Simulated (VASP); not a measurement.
**K: density of states with PBE+D4**

Crystal: K.

```
CELL_PARAMETERS angstrom
-2.69756 2.69756 2.69756
2.69756 -2.69756 2.69756
2.69756 2.69756 -2.69756
ATOMIC_POSITIONS crystal
K 0.00000 0.00000 0.00000
```

| Quantity | Value |
| --- | --- |
| Program | VASP 6.6.1 |
| Task | density of states |
| Functional | PBE |
| Dispersion | D4 |
| Potentials or basis | VASP PAW PBE potentials, release 64 (K_sv) |
| Cutoff | 520 eV |
| k mesh | 7 × 7 × 7 |
| Occupations | fermi-dirac, width 0.01 eV |
| Spin | non-collinear spin, typed start |
| Starting moments | [[0.0, 0.0, 0.5]] μB |
| Dipole correction | no |
| k mesh for the DOS | 11 × 11 × 11 |
| Occupations for the DOS | tetrahedron |
| Further INCAR settings | ALGO = Fast; EDIFF = 1e-07 |

```json
{
  "Net moment": "0.03 μB per cell",
  "Valence electrons inside the program's atomic spheres": "K 7.54",
  "Dispersion energy per atom": "-0.064 eV"
}
```

Levels at points of the mesh, in eV from the Fermi level:
| k point | band 7 | band 8 | band 9 | band 10 | band 11 | band 12 | band 13 | band 14 |
| --- | --- | --- | --- | --- | --- | --- | --- | --- |
| (0.00, 0.00, 0.00) | -15.66 | -15.66 | -2.12 | -2.09 | 4.19 | 4.19 | 4.19 | 4.20 |

Moments on the atoms (μB; x, y, z):
```
K   0.00 0.00 0.00
```

Wall time 13 min on 1 thread of Intel Xeon 6975P-C, with other jobs on the host, peak memory 0.59 GiB.
